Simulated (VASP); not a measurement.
Write the native input for VASP 6.6.1 that does the following.

- Task: relaxation of the atoms
- Functional: r2SCAN
- Potentials or basis: VASP PAW PBE potentials, release 64 (In_d, Sb)
- Cutoff: 520 eV
- k mesh: 9 × 9 × 9
- Occupations: fermi-dirac, width 0.1 eV
- Spin: no spin polarisation
- Dipole correction: no
- Further INCAR settings: ALGO = Normal; EDIFF = 1e-06; IBRION = 2; EDIFFG = -0.01; NSW = 50

Crystal: InSb.

```xyz
2
Lattice="0.0000 3.3008 3.3008 3.3008 0.0000 3.3008 3.3008 3.3008 0.0000" Properties=species:S:1:pos:R:3 pbc="T T T"
In    0.0000    0.0000    0.0000
Sb    1.6504    1.6504    1.6504
```

One way to write it, as run:

POSCAR

```
InSb
1.0
    0.0000000000      3.3007893200      3.3007893200
    3.3007893200      0.0000000000      3.3007893200
    3.3007893200      3.3007893200      0.0000000000
In Sb
1 1
Direct
    0.0000000000      0.0000000000      0.0000000000
    0.2500000000      0.2500000000      0.2500000000
```

INCAR.step1

```
ALGO = Normal
EDIFF = 1E-4
ENCUT = 520
GGA = PE
ISMEAR = -1
LASPH = True
LCHARG = False
LREAL = False
LWAVE = True
NELM = 80
PREC = Accurate
SIGMA = 0.1
```

INCAR.step2

```
ALGO = Normal
EDIFF = 1E-6
EDIFFG = -0.01
ENCUT = 520
IBRION = 2
ISIF = 2
ISMEAR = -1
ISTART = 1
LASPH = True
LCHARG = False
LMIXTAU = True
LREAL = False
LWAVE = False
METAGGA = R2SCAN
NELM = 80
NSW = 50
PREC = Accurate
SIGMA = 0.1
```

KPOINTS

```
k-points
0
Gamma
  9 9 9
```

Potentials or basis: VASP PAW PBE potentials, release 64 (In_d, Sb).

Launch:

```bash
$ cat potpaw_PBE.64/In_d/POTCAR potpaw_PBE.64/Sb/POTCAR > POTCAR
$ cp INCAR.step1 INCAR
$ mpirun -np 1 vasp_std > vasp.out
$ cp INCAR.step2 INCAR
$ mpirun -np 1 vasp_std > vasp.out
```

Results of the run:

The pressure after relaxing is -0.8 GPa and the band gap on the k mesh is zero (filled and empty bands touch).

Caveat: the relaxation stopped at its first step, so nothing moved; semilocal functionals underestimate gaps, so a narrow gap can read as zero; the PAW data sets were made with another functional, which shifts forces and pressure a little; spin-orbit coupling is left out, which moves the levels of the heavy elements.

Wall time 100 s on 1 thread of AMD EPYC 9R45 96-Core Processor (Zen 5), with other jobs on the host, peak memory 0.2 GiB.
